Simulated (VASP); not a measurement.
# La16HO24 (a cell with a defect) (H interstitial hop between voids) in VASP: notebook

Runs on La16HO24 (a cell with a defect) (H interstitial hop between voids). Level: PBE. Tasks: single point.

All numbers are computed with VASP 6.6.1; they aren't measurements. Logs are shortened: lines on timing, memory, paths and dates and some standing lists are left out, and cuts for length are marked.

## (1) The cell of the first run

The cell holds a defect, 41 atoms: a = 7.881 Å, b = 7.881 Å, c = 12.376 Å, α = 90.00°, β = 90.00°, γ = 120.00°.

## (2) Single point, PBE

The input, INCAR:

```
PREC     = Accurate       # precision mode
ENCUT    = 520            # plane-wave cutoff, eV
EDIFF    = 1E-6           # SCF threshold, eV
ISMEAR   = -1             # smearing method
SIGMA    = 0.01           # smearing width, eV
LREAL    = Auto         
LASPH    = T              # aspherical terms in the spheres
NELM     = 100            # most SCF steps
ALGO     = Normal         # electronic algorithm
ISIF     = 2              # what is computed and relaxed
LWAVE    = F              # write WAVECAR
LCHARG   = T              # write CHGCAR
GGA      = PE             # functional
LELF     = T              # ELF
LVHAR    = T            
NBANDS   = 186            # bands
NELECT   = 320.0
```

The input, KPOINTS:

```
Automatic mesh
0
Gamma
  1 1 1
```

The input, POSCAR:

```
La16HO24
1.0
    7.8811453700     -0.0000000600      0.0000000000
   -3.9405726400      6.8252721300      0.0000000000
    0.0000000000      0.0000000000     12.3757188400
La O H
16 24 1
Direct
    0.3423551046      0.1732571669      0.3736089674
    0.1597932155      0.3094191413      0.0991436293
    0.3387401879      0.1628426742      0.8728383828
    0.1711915307      0.3319595031      0.6236424870
    0.3533396937      0.6967921825      0.3966957999
    0.1729857336      0.8231147706      0.1270372833
    0.3395394856      0.6685133498      0.8731545481
    0.1686740946      0.8362154121      0.6250276568
    0.8409781790      0.1730067461      0.3736469395
    0.6710049772      0.3314252355      0.1228842594
    0.8344582609      0.1629922565      0.8728068136
    0.6732474380      0.3363812141      0.6231694863
    0.8383303712      0.6664120232      0.3750702026
    0.6599045960      0.8227543128      0.1270962061
    0.8385396053      0.6668676285      0.8769211357
    0.6780333455      0.8364231878      0.6249767179
    0.3341442379      0.1630501426      0.1750493614
    0.1813209541      0.3527666322      0.3128984312
    0.0037001773     -0.0037394974     -0.0025922857
    0.3400426365      0.1673037819      0.6798833987
    0.1709421445      0.3315227828      0.8230604986
    0.0155041101      0.0206903157      0.4986812970
    0.3264904706      0.6428586220      0.1912482401
    0.1763178835      0.8379265646      0.3252134645
    0.0098851572      0.5023026676     -0.0001270703
    0.3410542177      0.6716522125      0.6705152211
    0.1704559441      0.8319901156      0.8176883175
    0.0008307976      0.4976931995      0.4984842860
    0.8392538991      0.1627323927      0.1751147480
    0.6717452595      0.3330656977      0.3160171357
    0.4941019884     -0.0224698263      0.0014986636
    0.8377077461      0.1674539661      0.6797992584
    0.6716264722      0.3329896828      0.8231664382
    0.5120116664      0.0134611600      0.4933168874
    0.8383640810      0.6665571200      0.1804899509
    0.6716393393      0.8377015734      0.3253782580
    0.5029259030      0.5028823441     -0.0002376802
    0.8394200222      0.6684738363      0.6780070320
    0.6720576369      0.8321265715      0.8176117054
    0.5070924122      0.4970595310      0.4985032076
   -0.7585619729     -0.5270086831      0.2605666820
```

Potentials or basis: VASP PAW PBE potentials, release 64 (La, O, H).

Run with:

```
$ cat potpaw_PBE.64/La/POTCAR potpaw_PBE.64/O/POTCAR potpaw_PBE.64/H/POTCAR > POTCAR
$ mpirun -np 1 vasp_gam > vasp.out
```

OUTCAR:

```text
PREC = Accurate
   ENCUT = 520
   EDIFF = 1E-6
   ISMEAR = -1
   LREAL = Auto
   LASPH = T
   NELM = 100
   ISIF = 2
   GGA = PE
   NELECT = 320.0

 ion  position               nearest neighbor table
   1  0.342  0.173  0.374-  30 2.36  24 2.37  18 2.44  17 2.46  34 2.69  40 2.70  22 2.72
   2  0.160  0.309  0.099-  29 2.38  17 2.38  19 2.48  23 2.55  25 2.65  37 2.65  18 2.66  11 3.58
                             3 3.58
   3  0.339  0.163  0.873-  33 2.35  27 2.36  21 2.38  20 2.39  19 2.76  37 2.80  31 2.82   2 3.58

   4  0.171  0.332  0.624-  32 2.38  20 2.38  26 2.39  21 2.47  22 2.63  40 2.77  28 2.77
   5  0.353  0.697  0.397-  41 2.27  24 2.35  36 2.35  34 2.47  18 2.57  23 2.57  28 2.72  40 2.73
                             8 3.59  16 3.60
   6  0.173  0.823  0.127-  35 2.38  17 2.40  23 2.41  24 2.45  31 2.69  25 2.70
   7  0.340  0.669  0.873-  39 2.37  27 2.37  21 2.38  26 2.51  31 2.64  37 2.74  25 2.74
   8  0.169  0.836  0.625-  38 2.34  20 2.36  26 2.37  27 2.38  22 2.79  28 2.79   5 3.59
   9  0.841  0.173  0.374-  30 2.36  36 2.37  18 2.44  29 2.46  34 2.69  28 2.70  22 2.72
  10  0.671  0.331  0.123-  17 2.39  29 2.39  30 2.39  35 2.40  25 2.77  37 2.77
  11  0.834  0.163  0.873-  33 2.35  39 2.36  21 2.38  32 2.39  19 2.76  25 2.80  31 2.82   2 3.58

  12  0.673  0.336  0.623-  38 2.37  20 2.38  32 2.38  33 2.48  40 2.71  28 2.72  34 2.73
  13  0.838  0.666  0.375-  36 2.39  24 2.39  30 2.39  35 2.41  28 2.73  40 2.73
  14  0.660  0.823  0.127-  35 2.38  29 2.40  23 2.41  36 2.46  31 2.68  37 2.69
  15  0.839  0.667  0.877-  33 2.37  39 2.38  27 2.38  38 2.46  19 2.70  37 2.75  25 2.75
  16  0.678  0.836  0.625-  38 2.34  32 2.36  26 2.37  39 2.38  22 2.79  40 2.80   5 3.60
  17  0.334  0.163  0.175-   2 2.38  10 2.39   6 2.40   1 2.46
  18  0.181  0.353  0.313-  41 1.05   9 2.44   1 2.44   5 2.57   2 2.66
  19  0.004  0.996  0.997-   2 2.48  15 2.70   3 2.76  11 2.76
  20  0.340  0.167  0.680-   8 2.36  12 2.38   4 2.38   3 2.39
  21  0.171  0.332  0.823-  11 2.38   3 2.38   7 2.38   4 2.47
  22  0.016  0.021  0.499-   4 2.63   9 2.72   1 2.72  16 2.79   8 2.79
  23  0.326  0.643  0.191-  14 2.41   6 2.41   2 2.55   5 2.57
  24  0.176  0.838  0.325-   5 2.35   1 2.37  13 2.39   6 2.45
  25  0.010  0.502  1.000-   2 2.65   6 2.70   7 2.74  15 2.75  10 2.77  11 2.80
  26  0.341  0.672  0.671-   8 2.37  16 2.37   4 2.39   7 2.51
  27  0.170  0.832  0.818-   3 2.36   7 2.37  15 2.38   8 2.38
  28  0.001  0.498  0.498-   9 2.70  12 2.72   5 2.72  13 2.73   4 2.77   8 2.79
  29  0.839  0.163  0.175-   2 2.38  10 2.39  14 2.40   9 2.46
  30  0.672  0.333  0.316-   9 2.36   1 2.36  13 2.39  10 2.39
  31  0.494  0.978  0.001-   7 2.64  14 2.68   6 2.69  11 2.82   3 2.82
  32  0.838  0.167  0.680-  16 2.36   4 2.38  12 2.38  11 2.39
  33  0.672  0.333  0.823-  11 2.35   3 2.35  15 2.37  12 2.48
  34  0.512  0.013  0.493-   5 2.47   9 2.69   1 2.69  12 2.73
  35  0.838  0.667  0.180-   6 2.38  14 2.38  10 2.40  13 2.41
  36  0.672  0.838  0.325-   5 2.35   9 2.37  13 2.39  14 2.46
  37  0.503  0.503  1.000-   2 2.65  14 2.69   7 2.74  15 2.75  10 2.77   3 2.80
  38  0.839  0.668  0.678-   8 2.34  16 2.34  12 2.37  15 2.46
  39  0.672  0.832  0.818-  11 2.36   7 2.37  15 2.38  16 2.38
  40  0.507  0.497  0.499-   1 2.70  12 2.71   5 2.73  13 2.73   4 2.77  16 2.80
  41  0.241  0.473  0.261-  18 1.05   5 2.27

  LATTYP: Found a hexagonal cell.
 ALAT       =     7.8811453700
 C/A-ratio  =     1.5702944507

  Lattice vectors:

 A1 = (   7.8811453700,  -0.0000000600,   0.0000000000)
 A2 = (  -3.9405726400,   6.8252721300,   0.0000000000)
 A3 = (   0.0000000000,   0.0000000000,  12.3757188400)

Analysis of symmetry for initial positions (statically):
=====================================================================
 Subroutine PRICEL returns:
 Original cell was already a primitive cell.

 Routine SETGRP: Setting up the symmetry group for a
 hexagonal supercell.

 Subroutine GETGRP returns: Found  1 space group operations
 (whereof  1 operations were pure point group operations)
 out of a pool of 24 trial point group operations.

The static configuration has the point symmetry C_1 .

Analysis of symmetry for dynamics (positions and initial velocities):
=====================================================================
 Subroutine PRICEL returns:
 Original cell was already a primitive cell.

 Routine SETGRP: Setting up the symmetry group for a
 hexagonal supercell.

 Subroutine GETGRP returns: Found  1 space group operations
 (whereof  1 operations were pure point group operations)
 out of a pool of 24 trial point group operations.

The dynamic configuration has the point symmetry C_1 .

 Subroutine INISYM returns: Found  1 space group operations
 (whereof  1 operations are pure point group operations),
 and found     1 'primitive' translations

----------------------------------------------------------------------------------------

                                     Primitive cell

  volume of cell :     665.7018

  direct lattice vectors                    reciprocal lattice vectors
     7.881145370 -0.000000060  0.000000000     0.126885111  0.073257152  0.000000000
    -3.940572640  6.825272130  0.000000000     0.000000001  0.146514305  0.000000000
     0.000000000  0.000000000 12.375718840     0.000000000  0.000000000  0.080803387

  length of vectors
     7.881145370  7.881145372 12.375718840     0.146514305  0.146514305  0.080803387

  position of ions in fractional coordinates (direct lattice)
     0.342355105  0.173257167  0.373608967
     0.159793216  0.309419141  0.099143629
     0.338740188  0.162842674  0.872838383
     0.171191531  0.331959503  0.623642487
     0.353339694  0.696792182  0.396695800
     0.172985734  0.823114771  0.127037283
[... 33 lines left out ...]
     0.507092412  0.497059531  0.498503208
     0.241438027  0.472991317  0.260566682

  ion indices of the primitive-cell ions
   primitive index   ion index
                 1           1
                 2           2
                 3           3
                 4           4
                 5           5
                 6           6
[... 33 lines left out ...]
                40          40
                41          41

----------------------------------------------------------------------------------------

 KPOINTS: Automatic mesh

Automatic generation of k-mesh.
 Grid dimensions read from file:
 generate k-points for:    1    1    1

 Generating k-lattice:

  Cartesian coordinates                     Fractional coordinates (reciprocal lattice)
     0.126885111  0.073257152  0.000000000     1.000000000  0.000000000  0.000000000
     0.000000001  0.146514305  0.000000000     0.000000000  1.000000000  0.000000000
     0.000000000  0.000000000  0.080803387     0.000000000  0.000000000  1.000000000

  Length of vectors
     0.146514305  0.146514305  0.080803387

  Shift w.r.t. Gamma in fractional coordinates (k-lattice)
     0.000000000  0.000000000  0.000000000

 Subroutine IBZKPT returns following result:
 ===========================================

 Found      1 irreducible k-points:

 Following reciprocal coordinates:
            Coordinates               Weight
  0.000000  0.000000  0.000000      1.000000
   k-points           NKPTS =      1   k-points in BZ     NKDIM =      1   number of bands    NBANDS=    186
   number of dos      NEDOS =    301   number of ions     NIONS =     41
   total plane-waves  NPLWV = 345600
   dimension x,y,z NGX =    60 NGY =   60 NGZ =   96
   dimension x,y,z NGXF=   120 NGYF=  120 NGZF=  192
   ions per type =              16  24   1
   NGX,Y,Z   is equivalent  to a cutoff of  12.66, 12.66, 12.90 a.u.
   NGXF,Y,Z  is equivalent  to a cutoff of  25.31, 25.31, 25.79 a.u.
 SYSTEM =  unknown system
   PREC   = accura    normal or accurate (medium, high low for compatibility)
   ISTART =      0    job   : 0-new  1-cont  2-samecut
   ICHARG =      2    charge: 1-file 2-atom 10-const
   ISPIN  =      1    spin polarized calculation?
   LNONCOLLINEAR =      F non collinear calculations
   LSORBIT =      F    spin-orbit coupling
   LASPH  =      T    aspherical Exc in radial PAW
   ENCUT  =  520.0 eV  38.22 Ry    6.18 a.u.  14.65 14.65 23.01*2*pi/ulx,y,z
   NELM   =    100;   NELMIN=  2; NELMDL= -5     # of ELM steps
   EDIFF  = 0.1E-05   stopping-criterion for ELM
   LREAL  =      T    real-space projection
   EDIFFG = 0.1E-04   stopping-criterion for IOM
   NSW    =      0    number of steps for IOM
   IBRION =     -1    ionic relax: 0-MD 1-quasi-New 2-CG
   NFREE  =      0    steps in history (QN), initial steepest desc. (CG)
   ISIF   =      2    stress and relaxation
   ISYM   =      2    0-nonsym 1-usesym 2-fastsym
   POTIM  = 0.5000    time-step for ionic-motion
   TEBEG  =    0.0;   TEEND  =   0.0 temperature during run
   PSTRESS=    0.0 pullay stress
   NELECT =     320.0000    total number of electrons
   NUPDOWN=      -1.0000    fix difference up-down
   EMIN   =  10.00;   EMAX   =-10.00  energy-range for DOS
   EFERMI =   0.00;   METHOD = LEGACY
   ISMEAR =    -1;   SIGMA  =   0.01  broadening in eV -4-tet -1-fermi 0-gaus
   EFERMI_NEDOS =   21; number of points for ismear=-14 and -15
   IALGO  =     38    algorithm
   IMIX   =      4    mixing-type and parameters
     AMIX     =   0.40;   BMIX     =  1.00
     AMIX_MAG =   1.60;   BMIX_MAG =  1.00
  volume/ion in A,a.u.               =      16.24       109.57
  Fermi-wavevector in a.u.,A,eV,Ry     =   1.282424  2.423430 22.376289  1.644611
  Thomas-Fermi vector in A             =   2.414736
   LORBIT       =      0    0 simple, 1 ext, 2 COOP (PROOUT), +10 PAW based schemes
   GGA     = PE    functional components
   LHFCALC =     F    Hartree Fock is set to
   AEXX    =    0.0000 exact exchange contribution
   IVDW    =     0    specifies the selected vdW correction
   LEPSILON=     F    determine dielectric tensor
   LRPA    =     F    only Hartree local field effects (RPA)
 non-spin polarized calculation
  energy-cutoff  :      520.00
  volume of cell :      665.70
 maximum number of plane-waves:      8979
 NGX is ok and might be reduce to    60
   NGX = 29   NGY = 29   NGZ = 47

 number of electron     320.0000011 magnetization

 Free energy of the ion-electron system (eV)
  ---------------------------------------------------
  ext. energy  EPLUGINS =         0.00000000
  ---------------------------------------------------
  free energy    TOTEN  =      -343.44393084 eV

  energy without entropy =     -343.44393084  energy(sigma->0) =     -343.44393084

 E-fermi :   6.1650     XC(G=0): -10.3641

 val. band max:        5.8525520841   @ k =   0.0000   0.0000   0.0000
 cond. band min:       9.5910116433   @ k =   0.0000   0.0000   0.0000
 fundamental gap:      3.7384595592
 Fermi energy:         6.1649507807

 k-point     1 :       0.0000    0.0000    0.0000
  band No.  band energies     occupation
      1     -24.0624      2.00000
      2     -23.9811      2.00000
      3     -23.9185      2.00000
      4     -23.8993      2.00000
      5     -23.8491      2.00000
      6     -23.8317      2.00000
[... 164 lines left out ...]
    171      10.4483      0.00000
    172      10.4824      0.00000
 [bands above 172 left out]

------------------------ aborting loop because EDIFF is reached ----------------------------------------

  FORCE on cell =-STRESS in cart. coord.  units (eV):
  Direction    XX          YY          ZZ          XY          YZ          ZX
  --------------------------------------------------------------------------------------
  -------------------------------------------------------------------------------------
  Total       -4.8479841     -6.2756525     -3.5809423      0.0127424      3.2384087     -0.0064342
  in kB      -11.6678821    -15.1039217     -8.6184302      0.0306678      7.7940377     -0.0154855
  external PRESSURE =     -11.7967446 kB  Pullay stress =       0.0000000 kB

 VOLUME and BASIS-vectors are now :
 -----------------------------------------------------------------------------
  energy-cutoff  :      520.00
  volume of cell :      665.70
      direct lattice vectors                 reciprocal lattice vectors
     7.881145370 -0.000000060  0.000000000     0.126885111  0.073257152  0.000000000
    -3.940572640  6.825272130  0.000000000     0.000000001  0.146514305  0.000000000
     0.000000000  0.000000000 12.375718840     0.000000000  0.000000000  0.080803387

 POSITION                                       TOTAL-FORCE (eV/Angst)
 -----------------------------------------------------------------------------------
      2.01542      1.18253      4.62368         0.007832      0.001021     -0.013656
      0.04006      2.11187      1.22697         0.001481     -0.012181     -0.005865
      2.02797      1.11145     10.80200        -0.000431      0.001839     -0.011041
      0.04107      2.26571      7.71802         0.000450     -0.000725      0.030424
      0.03896      4.75580      4.90940         0.001799      0.019404      0.000709
     -1.88022      5.61798      1.57218        -0.005703     -0.003534     -0.000558
[... 33 lines left out ...]
      2.03777      3.39257      6.16934        -0.000945      0.007741      0.000507
      0.03895      3.22829      3.22470         0.000498      0.070283     -0.069581
 -----------------------------------------------------------------------------------
    total drift:                               -0.011281      0.008586     -0.019156

  FREE ENERGIE OF THE ION-ELECTRON SYSTEM (eV)
  ---------------------------------------------------
  free  energy   TOTEN  =      -343.4439308426 eV

  energy  without entropy=     -343.4439308426  energy(sigma->0) =     -343.44393084
```

Run time: 14 min. Hardware: 1 thread of AMD EPYC 7R13 (Zen 3), shared host; peak memory 0.69 GiB.

What came out:

```
Free energy   : -343.4439 eV
Largest force : 0.099 eV/Å
```

Forces on the atoms (eV/Å):
```
La   0.008  0.001 -0.014
La   0.001 -0.012 -0.006
La   0.000  0.002 -0.011
La   0.000 -0.001  0.030
La   0.002  0.019  0.001
La  -0.006 -0.004 -0.001
La  -0.001 -0.003 -0.011
La   0.001  0.004  0.031
La  -0.005  0.000 -0.013
La   0.002  0.004  0.002
La   0.000  0.003 -0.012
La   0.003 -0.002  0.026
La   0.001 -0.007 -0.015
La   0.012  0.003  0.000
La   0.003 -0.004 -0.008
La  -0.002  0.001  0.029
O   -0.007 -0.004  0.005
O    0.007 -0.067  0.064
O   -0.004  0.004  0.013
O    0.004 -0.004 -0.022
O    0.002  0.000  0.008
O    0.001 -0.003 -0.008
O   -0.001 -0.006  0.010
O    0.007 -0.001  0.009
O    0.003  0.000  0.004
O    0.002  0.009 -0.023
O   -0.012 -0.005 -0.005
O   -0.004  0.001 -0.006
O    0.000  0.000  0.005
O   -0.004  0.000  0.009
O   -0.001 -0.004  0.012
O   -0.009 -0.006 -0.019
O    0.004  0.007  0.000
O    0.000 -0.006 -0.009
O   -0.001  0.005  0.001
O   -0.006 -0.003  0.006
O   -0.001  0.003  0.004
O   -0.001 -0.002 -0.015
O    0.004 -0.001 -0.005
O   -0.001  0.008  0.001
H    0.000  0.070 -0.070
```

Caveat: the k points lie up to 0.92 Å⁻¹ apart; the cell carries a net charge on a neutralising background, which shifts energy and pressure; the cell is charged against a uniform background, so pressure and absolute levels hang on convention; spin-orbit coupling is left out, which moves the levels of the heavy elements.

(Part 1 of 2 ends here.)
